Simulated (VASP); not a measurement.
A run of VASP 6.6.1:

File POSCAR:

```
Ga8P7N
1.0
   10.6324800000      0.0000000000      0.0000000000
    0.0000000000      5.3162400000      0.0000000000
    0.0000000000      0.0000000000      5.3162400000
Ga P N
8 7 1
Direct
    0.0047770000      0.9960740000      0.0173190000
    0.4961780000      0.9880320000      0.0033080000
    0.2531700000      0.5067550000      0.0036550000
    0.7413510000      0.4903570000      0.9971990000
    0.2406630000      0.9854480000      0.5030280000
    0.7552750000      0.0113520000      0.5098070000
    0.0067180000      0.4952590000      0.4923000000
    0.4878090000      0.4861520000      0.5242040000
    0.1378820000      0.2444680000      0.2365610000
    0.3726320000      0.7460250000      0.2586390000
    0.8724090000      0.7475160000      0.2467420000
    0.3695540000      0.2508780000      0.7495630000
    0.8747490000      0.2222300000      0.7433730000
    0.1338190000      0.7271240000      0.7464780000
    0.6225550000      0.7408520000      0.7342490000
    0.6384190000      0.2336890000      0.2579020000
```

The input INCAR.step1:

```
SYSTEM = Ga8P7N
PREC = Accurate ; ENCUT = 520
EDIFF = 1E-5 ; ISMEAR = -1
SIGMA = 0.05 ; LREAL = Auto
LASPH = .TRUE. ; NELM = 100
ALGO = Normal ; ISIF = 2
LWAVE = .TRUE. ; NBANDS = 86
GGA = PE ; ISYM = 0
```

The input INCAR.step2:

```
SYSTEM = Ga8P7N
PREC = Accurate ; ENCUT = 520
EDIFF = 1E-6 ; ISMEAR = -1
SIGMA = 0.05 ; LREAL = Auto
LASPH = .TRUE. ; NELM = 100
ALGO = Normal ; ISIF = 2
LWAVE = .FALSE. ; LCHARG = .TRUE.
GGA = PE ; LHFCALC = .TRUE.
AEXX = 1.0 ; ALDAC = 0.0
AGGAC = 0.0 ; PRECFOCK = Fast
LELF = .TRUE. ; LVHAR = .TRUE.
NBANDS = 86 ; ISTART = 1
ISYM = 0
```

Contents of KPOINTS:

```
Automatic mesh
0
Gamma
  1 1 1
  0.25 0.25 0.25
```

Potentials or basis: VASP PAW PBE potentials, release 64 (Ga_d, P, N).

The run is started by

```sh
$ cat potpaw_PBE.64/Ga_d/POTCAR potpaw_PBE.64/P/POTCAR potpaw_PBE.64/N/POTCAR > POTCAR
$ cp INCAR.step1 INCAR
$ mpirun -np 1 vasp_std > vasp.out
$ cp INCAR.step2 INCAR
$ mpirun -np 1 vasp_std > vasp.out
```

Hardware: 1 thread of Intel(R) Xeon(R) 6975P-C (Granite Rapids) (shared host).

Question: Estimate the wall time of this run.

Answer: Run time: 59 min on 1 thread of Intel(R) Xeon(R) 6975P-C (Granite Rapids) (shared host), peak memory 0.5 GiB. Counts: k points 4.
